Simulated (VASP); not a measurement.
# Ni (Fm-3m) in VASP: a series of runs

The runs below take Ni through single point, with LDA.

Everything below comes from runs of VASP 6.6.1. Logs are shortened: lines on timing, memory, paths and dates and some standing lists are left out, and cuts for length are marked.

## 1. The cell of the first run

The structure is cubic, space group Fm-3m (No. 225). The conventional cell has a = 3.425 Å, b = 3.425 Å, c = 3.425 Å, α = 90.00°, β = 90.00°, γ = 90.00°. Ni (site symmetry m-3m) has 12 Ni at 2.42 Å within 3.2 Å.

## 2. Single point, LDA, collinear spin, ferromagnetic start

File INCAR:

```
PREC = Accurate ; ENCUT = 520
EDIFF = 1E-6 ; ISMEAR = 0
SIGMA = 0.05 ; LREAL = F
LASPH = T ; NELM = 150
ALGO = Normal ; ISIF = 2
LWAVE = F ; LCHARG = T
ISPIN = 2 ; MAGMOM = 0.71
LORBIT = 11 ; LMAXMIX = 4
LELF = T ; LVHAR = T
NBANDS = 15
```

File KPOINTS:

```
Automatic mesh
0
Gamma
  22 22 22
```

File POSCAR:

```
Ni
1.0
    0.0000000000      1.7123229041      1.7123229041
    1.7123229041      0.0000000000      1.7123229041
    1.7123229041      1.7123229041      0.0000000000
Ni
1
Direct
    0.0000000000      0.0000000000      0.0000000000
```

Potentials or basis: VASP PAW LDA potentials, release 64 (Ni).

Launch:

```console
> cat potpaw_LDA.64/Ni/POTCAR > POTCAR
> mpirun -np 1 vasp_std > vasp.out
```

OUTCAR:

```text
PREC = Accurate
   ENCUT = 520
   EDIFF = 1E-6
   ISMEAR = 0
   LREAL = F
   LASPH = T
   NELM = 150
   ISIF = 2
   ISPIN = 2
   LORBIT = 11

 ion  position               nearest neighbor table
   1  0.000  0.000  0.000-

  LATTYP: Found a face centered cubic cell.
 ALAT       =     3.4246458082

  Lattice vectors:

 A1 = (   0.0000000000,   1.7123229041,   1.7123229041)
 A2 = (   1.7123229041,   0.0000000000,   1.7123229041)
 A3 = (   1.7123229041,   1.7123229041,   0.0000000000)

Analysis of symmetry for initial positions (statically):
=====================================================================
 Subroutine PRICEL returns:
 Original cell was already a primitive cell.

 Routine SETGRP: Setting up the symmetry group for a
 face centered cubic supercell.

 Subroutine GETGRP returns: Found 48 space group operations
 (whereof 48 operations were pure point group operations)
 out of a pool of 48 trial point group operations.

The static configuration has the point symmetry O_h .

Analysis of symmetry for dynamics (positions and initial velocities):
=====================================================================
 Subroutine PRICEL returns:
 Original cell was already a primitive cell.

 Routine SETGRP: Setting up the symmetry group for a
 face centered cubic supercell.

 Subroutine GETGRP returns: Found 48 space group operations
 (whereof 48 operations were pure point group operations)
 out of a pool of 48 trial point group operations.

The dynamic configuration has the point symmetry O_h .

Analysis of structural, dynamic, and magnetic symmetry:
=====================================================================
 Subroutine PRICEL returns:
 Original cell was already a primitive cell.

 Routine SETGRP: Setting up the symmetry group for a
 face centered cubic supercell.

 Subroutine GETGRP returns: Found 48 space group operations
 (whereof 48 operations were pure point group operations)
 out of a pool of 48 trial point group operations.

The overall configuration has the point symmetry O_h .

 Subroutine INISYM returns: Found 48 space group operations
 (whereof 48 operations are pure point group operations),
 and found     1 'primitive' translations

----------------------------------------------------------------------------------------

                                     Primitive cell

  volume of cell :      10.0412

  direct lattice vectors                    reciprocal lattice vectors
     0.000000000  1.712322904  1.712322904    -0.292001000  0.292001000  0.292001000
     1.712322904  0.000000000  1.712322904     0.292001000 -0.292001000  0.292001000
[... 127 lines left out ...]
  ---------------------------------------------------
  ext. energy  EPLUGINS =         0.00000000
  ---------------------------------------------------
  free energy    TOTEN  =        -6.57896075 eV

  energy without entropy =       -6.57652147  energy(sigma->0) =       -6.57774111

 E-fermi :  10.2281     XC(G=0): -14.0943

 val. band max:       10.2279595121   @ k =  -0.4545   0.4545   0.0000
 cond. band min:      10.2315350293   @ k =   0.4091   0.0000   0.0000
 fundamental gap:      0.0035755172
 Fermi energy:        10.2281380094

 spin component 1

 k-point     1 :       0.0000    0.0000    0.0000
  band No.  band energies     occupation
      1       0.6669      1.00000
      2       7.6678      1.00000
      3       7.6678      1.00000
      4       7.6678      1.00000
      5       8.9640      1.00000
      6       8.9640      1.00000
      7      34.6703      0.00000
      8      39.0693      0.00000
      9      39.0693      0.00000
     10      39.0693      0.00000
     11      42.3328      0.00000
     12      42.3328      0.00000
     13      42.3328      0.00000
     14      45.2957      0.00000
[... 403 lines left out ...]
      4       9.0747      1.00000
      5       9.7027      1.00000
      6      10.4120      0.00000
      7      16.7983      0.00000
      8      32.7606      0.00000
      9      35.2590      0.00000
     10      35.9417      0.00000
     11      39.6389      0.00000
     12      40.3422      0.00000
     13      46.4338      0.00000
     14      55.7303      0.00000
     15      57.6242      0.00000

 [... further k-points ...]

 spin component 2

 k-point     1 :       0.0000    0.0000    0.0000
  band No.  band energies     occupation
      1       0.7099      1.00000
      2       8.2566      1.00000
      3       8.2566      1.00000
      4       8.2566      1.00000
      5       9.5025      1.00000
      6       9.5025      1.00000
      7      34.6582      0.00000
      8      39.1131      0.00000
      9      39.1131      0.00000
     10      39.1131      0.00000
     11      42.4969      0.00000
     12      42.4969      0.00000
     13      42.4969      0.00000
     14      45.2773      0.00000
[... 403 lines left out ...]
      4       9.3551      1.00000
      5      10.3265      0.00270
      6      10.8150      0.00000
      7      17.1530      0.00000
      8      32.7675      0.00000
      9      35.3638      0.00000
     10      36.0578      0.00000
     11      39.7642      0.00000
     12      40.4544      0.00000
     13      46.6230      0.00000
     14      56.9348      0.00000
     15      57.7433      0.00000

 [... further k-points ...]

------------------------ aborting loop because EDIFF is reached ----------------------------------------

  FORCE on cell =-STRESS in cart. coord.  units (eV):
  Direction    XX          YY          ZZ          XY          YZ          ZX
  --------------------------------------------------------------------------------------
  -------------------------------------------------------------------------------------
  Total       -0.0339437     -0.0339437     -0.0339437     -0.0000000      0.0000000      0.0000000
  in kB       -5.4160446     -5.4160446     -5.4160446     -0.0000000      0.0000000      0.0000000
  external PRESSURE =      -5.4160446 kB  Pullay stress =       0.0000000 kB

 VOLUME and BASIS-vectors are now :
 -----------------------------------------------------------------------------
  energy-cutoff  :      520.00
  volume of cell :       10.04
      direct lattice vectors                 reciprocal lattice vectors
     0.000000000  1.712322904  1.712322904    -0.292001000  0.292001000  0.292001000
     1.712322904  0.000000000  1.712322904     0.292001000 -0.292001000  0.292001000
     1.712322904  1.712322904  0.000000000     0.292001000  0.292001000 -0.292001000

 POSITION                                       TOTAL-FORCE (eV/Angst)
 -----------------------------------------------------------------------------------
      0.00000      0.00000      0.00000         0.000000      0.000000      0.000000
 -----------------------------------------------------------------------------------
    total drift:                                0.000000      0.000000     -0.000000

  FREE ENERGIE OF THE ION-ELECTRON SYSTEM (eV)
  ---------------------------------------------------
  free  energy   TOTEN  =        -6.5789607534 eV

  energy  without entropy=       -6.5765214711  energy(sigma->0) =       -6.57774111

 total charge

# of ion       s       p       d       tot
------------------------------------------
    1        0.534   0.571   8.368   9.474

 magnetization (x)

# of ion       s       p       d       tot
------------------------------------------
    1       -0.005  -0.019   0.598   0.574
```

stdout:

```text
POSCAR found type information on POSCAR Ni
 POSCAR found :  1 types and       1 ions
 scaLAPACK will be used
 LDA part: xc-table for (Slater(with rela. corr.)+CA(PZ))
 , standard interpolation
 POSCAR, INCAR and KPOINTS ok, starting setup
 FFT: planning ... GRIDC
 FFT: planning ... GRID_SOFT
 FFT: planning ... GRID
 WAVECAR not read
 entering main loop
```

It took 82 s on 1 thread of Intel Xeon Platinum 8259CL at 2.50GHz (Skylake/Cascade Lake), shared host; peak memory 0.18 GiB.

What came out:

```
Free energy                                           : -6.5790 eV
Pressure                                              : -0.5 GPa
Net moment                                            : 0.57 μB per cell
Site moments                                          : Ni +0.57 μB
Valence electrons inside the program's atomic spheres : Ni 9.47
```

Levels at points of the mesh, in eV from the Fermi level:
Spin up:
| k point | band 3 | band 4 | band 5 | band 6 | band 7 | band 8 |
| --- | --- | --- | --- | --- | --- | --- |
| (0.00, 0.00, 0.00) | -2.56 | -2.56 | -1.26 | -1.26 | 24.44 | 28.84 |
| (0.50, 0.00, 0.00) | -2.57 | -0.48 | -0.48 | -0.41 | 6.32 | 22.93 |
| (0.50, 0.50, 0.00) | -0.45 | -0.31 | -0.31 | 2.50 | 10.02 | 15.53 |
Spin down:
| k point | band 3 | band 4 | band 5 | band 6 | band 7 | band 8 |
| --- | --- | --- | --- | --- | --- | --- |
| (0.00, 0.00, 0.00) | -1.97 | -1.97 | -0.73 | -0.73 | 24.43 | 28.88 |
| (0.50, 0.00, 0.00) | -2.04 | -0.38 | 0.14 | 0.14 | 6.69 | 22.90 |
| (0.50, 0.50, 0.00) | 0.11 | 0.37 | 0.37 | 2.55 | 10.29 | 15.60 |

## 3. Single point, LDA, collinear spin, ferromagnetic start

File INCAR:

```
SYSTEM = Ni
  PREC = Accurate
  ENCUT = 520
  EDIFF = 1E-7
  ISMEAR = 0
  SIGMA = 0.05
  LREAL = .False.
  LASPH = .True.
  NELM = 150
  ALGO = Normal
  ISIF = 2
  LWAVE = .False.
  LCHARG = .False.
  ISPIN = 2
  MAGMOM = 0.72
  LORBIT = 11
  LMAXMIX = 4
  NBANDS = 15
```

File KPOINTS:

```
regular mesh
0
Gamma
  22 22 22
  0 0 0
```

POSCAR is that of step 2.

Potentials or basis: VASP PAW LDA potentials, release 64 (Ni).

Launch:

```console
> cat potpaw_LDA.64/Ni/POTCAR > POTCAR
> mpirun -np 1 vasp_std > vasp.out
```

Run time: 86 s. Hardware: 1 thread of Intel Xeon Platinum 8259CL at 2.50GHz (Skylake/Cascade Lake), shared host; peak memory 0.18 GiB.

It converged, with:

* Free energy: -6.5790 eV
* Pressure: -0.5 GPa
* Net moment: 0.57 μB per cell
* Site moments: Ni +0.57 μB
* Valence electrons inside the program's atomic spheres: Ni 9.47

Levels at points of the mesh, in eV from the Fermi level:
Spin up:
```tsv
k point	band 3	band 4	band 5	band 6	band 7	band 8
(0.00, 0.00, 0.00)	-2.56	-2.56	-1.26	-1.26	24.44	28.84
(0.50, 0.00, 0.00)	-2.57	-0.48	-0.48	-0.41	6.32	22.93
(0.50, 0.50, 0.00)	-0.45	-0.31	-0.31	2.50	10.02	15.53
```
Spin down:
| k point | band 3 | band 4 | band 5 | band 6 | band 7 | band 8 |
| --- | --- | --- | --- | --- | --- | --- |
| (0.00, 0.00, 0.00) | -1.97 | -1.97 | -0.73 | -0.73 | 24.43 | 28.88 |
| (0.50, 0.00, 0.00) | -2.04 | -0.38 | 0.14 | 0.14 | 6.69 | 22.90 |
| (0.50, 0.50, 0.00) | 0.11 | 0.37 | 0.37 | 2.55 | 10.29 | 15.60 |

## 4. Single point, LDA, collinear spin, ferromagnetic start (volume scaled by 1.020)

File INCAR:

```
ALGO = Fast ; EDIFF = 1E-6
ENCUT = 520 ; ISIF = 2
ISMEAR = 0 ; ISPIN = 2
LASPH = True ; LCHARG = False
LMAXMIX = 4 ; LORBIT = 11
LREAL = False ; LWAVE = False
MAGMOM = 0.72 ; NBANDS = 15
NELM = 150 ; PREC = Accurate
SIGMA = 0.05
```

File KPOINTS:

```
k-points
0
Gamma
  22 22 22
```

File POSCAR:

```
Ni
1.0
    0.0000000000      1.7236631214      1.7236631214
    1.7236631214      0.0000000000      1.7236631214
    1.7236631214      1.7236631214      0.0000000000
Ni
1
Direct
    0.0000000000      0.0000000000      0.0000000000
```

Potentials or basis: VASP PAW LDA potentials, release 64 (Ni).

Launch:

```console
> cat potpaw_LDA.64/Ni/POTCAR > POTCAR
> mpirun -np 1 vasp_std > vasp.out
```

OUTCAR:

```text
EDIFF = 1E-6
   ENCUT = 520
   ISIF = 2
   ISMEAR = 0
   ISPIN = 2
   LASPH = True
   LORBIT = 11
   LREAL = False
   NELM = 150
   PREC = Accurate

 ion  position               nearest neighbor table
   1  0.000  0.000  0.000-

  LATTYP: Found a face centered cubic cell.
 ALAT       =     3.4473262428

  Lattice vectors:

 A1 = (   0.0000000000,   1.7236631214,   1.7236631214)
 A2 = (   1.7236631214,   0.0000000000,   1.7236631214)
 A3 = (   1.7236631214,   1.7236631214,   0.0000000000)
[... 1073 lines left out ...]
  --------------------------------------------------------------------------------------
  -------------------------------------------------------------------------------------
  Total       -0.3363411     -0.3363411     -0.3363411      0.0000000      0.0000000     -0.0000000
  in kB      -52.6142519    -52.6142519    -52.6142519      0.0000000      0.0000000     -0.0000000
  external PRESSURE =     -52.6142519 kB  Pullay stress =       0.0000000 kB

 VOLUME and BASIS-vectors are now :
 -----------------------------------------------------------------------------
  energy-cutoff  :      520.00
  volume of cell :       10.24
      direct lattice vectors                 reciprocal lattice vectors
     0.000000000  1.723663121  1.723663121    -0.290079885  0.290079885  0.290079885
     1.723663121  0.000000000  1.723663121     0.290079885 -0.290079885  0.290079885
     1.723663121  1.723663121  0.000000000     0.290079885  0.290079885 -0.290079885

 POSITION                                       TOTAL-FORCE (eV/Angst)
 -----------------------------------------------------------------------------------
      0.00000      0.00000      0.00000         0.000000      0.000000      0.000000
 -----------------------------------------------------------------------------------
    total drift:                               -0.000000     -0.000000     -0.000000

  FREE ENERGIE OF THE ION-ELECTRON SYSTEM (eV)
  ---------------------------------------------------
  free  energy   TOTEN  =        -6.5754491653 eV

  energy  without entropy=       -6.5730622977  energy(sigma->0) =       -6.57425573

 total charge

# of ion       s       p       d       tot
------------------------------------------
    1        0.526   0.552   8.356   9.433

 magnetization (x)

# of ion       s       p       d       tot
------------------------------------------
    1       -0.005  -0.019   0.623   0.599
```

Wall time 81 s (1 thread of Intel Xeon Platinum 8259CL at 2.50GHz (Skylake/Cascade Lake), shared host); peak memory 0.18 GiB.

Results:

```yaml
Free_energy: -6.5754 eV
Pressure: -5.3 GPa
Net_moment: 0.60 μB per cell
Site_moments: Ni +0.60 μB
Valence_electrons_inside_the_program's_atomic_spheres: Ni 9.43
```

Levels at points of the mesh, in eV from the Fermi level:
Spin up:
```tsv
k point	band 2	band 3	band 4	band 5	band 6	band 7	band 8	band 9
(0.00, 0.00, 0.00)	-2.52	-2.52	-2.52	-1.26	-1.26	24.28	28.51	28.51
(0.50, 0.00, 0.00)	-2.53	-2.53	-0.50	-0.50	-0.38	6.15	22.77	25.62
(0.50, 0.50, 0.00)	-4.47	-0.47	-0.34	-0.34	2.48	9.82	15.33	15.33
```
Spin down:
```csv
k point,band 1,band 2,band 3,band 4,band 5,band 6,band 7,band 8,band 9,band 10
"(0.00, 0.00, 0.00)",-9.37,-1.91,-1.91,-1.91,-0.70,-0.70,24.27,28.56,28.56,28.56
"(0.50, 0.00, 0.00)",-4.76,-1.98,-1.98,-0.34,0.15,0.15,6.54,22.75,25.74,25.74
"(0.50, 0.50, 0.00)",-4.64,-3.96,0.11,0.37,0.37,2.53,10.10,15.41,15.41,20.82
```

## 5. Single point, LDA, collinear spin, ferromagnetic start (volume scaled by 1.040)

File INCAR:

```
SYSTEM = Ni
PREC = Accurate
ENCUT = 520
EDIFF = 1E-6
ISMEAR = 0
SIGMA = 0.05
LREAL = .FALSE.
LASPH = .TRUE.
NELM = 150
ALGO = Normal
ISIF = 2
LWAVE = .FALSE.
LCHARG = .TRUE.
ISPIN = 2
MAGMOM = 0.73
LORBIT = 11
LMAXMIX = 4
LELF = .TRUE.
LVHAR = .TRUE.
NBANDS = 15
```

File KPOINTS:

```
Automatic mesh
0
G
  22 22 22
  0 0 0
```

File POSCAR:

```
Ni
1.0
    0.0000000000      1.7348560527      1.7348560527
    1.7348560527      0.0000000000      1.7348560527
    1.7348560527      1.7348560527      0.0000000000
Ni
1
Direct
    0.0000000000      0.0000000000      0.0000000000
```

Launch:

```console
> cat potpaw_LDA.64/Ni/POTCAR > POTCAR
> mpirun -np 1 vasp_std > vasp.out
```

Wall time 71 s (1 thread of Intel Xeon Platinum 8259CL at 2.50GHz (Skylake/Cascade Lake), shared host); peak memory 0.18 GiB.

The run converged. Its results:

```
Free energy                                           : -6.5665 eV
Pressure                                              : -9.3 GPa
Net moment                                            : 0.61 μB per cell
Site moments                                          : Ni +0.62 μB
Valence electrons inside the program's atomic spheres : Ni 9.39
```

Levels at points of the mesh, in eV from the Fermi level:
Spin up:
```
           k point  band 2  band 3  band 4  band 5  band 6  band 7  band 8  band 9
(0.00, 0.00, 0.00)   -2.47   -2.47   -2.47   -1.25   -1.25   24.12   28.20   28.20
(0.50, 0.00, 0.00)   -2.48   -2.48   -0.52   -0.52   -0.34    6.00   22.62   25.27
(0.50, 0.50, 0.00)   -4.37   -0.49   -0.36   -0.36    2.47    9.64   15.14   15.14
```
Spin down:
```tsv
k point	band 3	band 4	band 5	band 6	band 7	band 8
(0.00, 0.00, 0.00)	-1.85	-1.85	-0.67	-0.67	24.10	28.25
(0.50, 0.00, 0.00)	-1.91	-0.31	0.15	0.15	6.39	22.60
(0.50, 0.50, 0.00)	0.12	0.36	0.36	2.52	9.92	15.22
```

## 6. Single point, LDA, collinear spin, ferromagnetic start (volume scaled by 0.980)

File INCAR:

```
PREC     = Accurate       # precision mode
ENCUT    = 590            # plane-wave cutoff, eV
EDIFF    = 1E-6           # SCF threshold, eV
ISMEAR   = 0              # smearing method
SIGMA    = 0.05           # smearing width, eV
LREAL    = F              # projectors in reciprocal space
LASPH    = T              # aspherical terms in the spheres
NELM     = 200            # most SCF steps
ALGO     = Normal         # electronic algorithm
ISIF     = 2              # what is computed and relaxed
LWAVE    = F              # write WAVECAR
LCHARG   = F              # write CHGCAR
ISPIN    = 2              # spin polarisation
MAGMOM   = 0.72           # initial moments
LORBIT   = 11             # projections on sites
LMAXMIX  = 4              # l up to which the mixer works
GGA      = CA             # functional
NBANDS   = 19             # bands
GGA_COMPAT= F
```

File KPOINTS:

```
regular mesh
0
Gamma
  22 22 22
```

File POSCAR:

```
Ni
1.0
    0.0000000000      1.7008304578      1.7008304578
    1.7008304578      0.0000000000      1.7008304578
    1.7008304578      1.7008304578      0.0000000000
Ni
1
Direct
    0.0000000000      0.0000000000      0.0000000000
```

Potentials or basis: VASP PAW LDA potentials, release 64 (Ni_sv_GW).

Launch:

```console
> cat potpaw_LDA.64/Ni_sv_GW/POTCAR > POTCAR
> mpirun -np 1 vasp_std > vasp.out
```

It took 96 s on 1 thread of Intel Xeon Platinum 8559C (Emerald Rapids), shared host; peak memory 0.24 GiB.

Results (log left out):

```yaml
Free_energy: -7.4473 eV
Pressure: 1.3 GPa
Net_moment: 0.58 μB per cell
Site_moments: Ni +0.60 μB
Valence_electrons_inside_the_program's_atomic_spheres: Ni 16.47
```

Levels at points of the mesh, in eV from the Fermi level:
Spin up:
| k point | band 5 | band 6 | band 7 | band 8 | band 9 | band 10 | band 11 | band 12 | band 13 | band 14 |
| --- | --- | --- | --- | --- | --- | --- | --- | --- | --- | --- |
| (0.00, 0.00, 0.00) | -9.82 | -2.65 | -2.65 | -2.65 | -1.30 | -1.30 | 24.34 | 28.99 | 28.99 | 28.99 |
| (0.50, 0.00, 0.00) | -5.44 | -2.66 | -2.66 | -0.53 | -0.48 | -0.48 | 6.42 | 22.86 | 26.22 | 26.22 |
| (0.50, 0.50, 0.00) | -5.31 | -4.75 | -0.46 | -0.30 | -0.30 | 2.43 | 10.15 | 15.62 | 15.62 | 20.88 |
Spin down:
```
           k point  band 6  band 7  band 8  band 9  band 10  band 11  band 12  band 13
(0.00, 0.00, 0.00)   -2.05   -2.05   -2.05   -0.75    -0.75    24.32    29.03    29.03
(0.50, 0.00, 0.00)   -2.13   -2.13   -0.50    0.15     0.15     6.81    22.83    26.33
(0.50, 0.50, 0.00)   -4.25    0.12    0.39    0.39     2.48    10.43    15.69    15.69
```

## 7. The runs side by side

| potentials or basis | cell | cutoff (eV) | second run | gap on the mesh (eV) | pressure (GPa) | moment (μB) |
| --- | --- | --- | --- | --- | --- | --- |
| VASP PAW LDA potentials, release 64 (Ni) | a = 2.422 Å, angles 60.0°, 1 atom | 520 | - | none | -0.5 | 0.57 |
| VASP PAW LDA potentials, release 64 (Ni) | a = 2.438 Å, angles 60.0°, 1 atom | 520 | - | none | -5.3 | 0.60 |
| VASP PAW LDA potentials, release 64 (Ni) | a = 2.453 Å, angles 60.0°, 1 atom | 520 | - | none | -9.3 | 0.61 |
| VASP PAW LDA potentials, release 64 (Ni_sv_GW) | a = 2.405 Å, angles 60.0°, 1 atom | 590 | valence_matched | none | 1.3 | 0.58 |

Alike in all rows: task single point; level LDA; spin collinear, ferromagnetic start; k mesh 22 × 22 × 22; smearing gaussian 0.05 eV.

Absolute energies hang on the potentials; compare differences alone.
